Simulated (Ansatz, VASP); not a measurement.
One calculation of BaTe, two programs

```
CELL_PARAMETERS angstrom
-0.07458 3.38112 3.28008
3.50476 -0.19822 3.40373
3.30654 3.30654 0.00000
ATOMIC_POSITIONS crystal
Ba 0.00000 0.00000 0.03110
Te 0.50000 0.50000 0.46890
```

Alike in both runs: task single point; functional PBE; k mesh 8 × 8 × 8; occupations gaussian, width 0.02 eV; no spin polarisation.

```csv
,VASP,Ansatz
version,VASP 6.6.1,Ansatz 0.2.0
potentials or method,"VASP PAW PBE potentials, release 64 (Ba_sv, Te), cutoff 520 eV","scalar-relativistic, plane waves, PAW"
valence electrons in the cell,16,26
```

|  | VASP | Ansatz | Ansatz less VASP |
| --- | --- | --- | --- |
| gap on the k mesh at the Fermi level (eV) | 1.54 | 1.61 | +0.076 |
| least direct gap on the mesh (eV) | 1.87 | 1.93 | +0.052 |
| pressure (GPa) | 4.9 | 4.5 | -0.47 |
| traceless stress, the component that is largest in VASP (GPa) | 0.83 | 0.79 | -0.041 |
| rms of the force components (eV/Å) | 0.413 | 0.394 | -0.0186 |

Atom by atom the forces differ by 0.019 eV/Å (rms over components). The functional is the same, so the differences come from potentials, cutoffs and numerics. VASP's potentials hold 16 valence electrons a cell and Ansatz's 26, so a difference there can come from the potentials and not from the codes.

Spin-orbit coupling is off throughout.
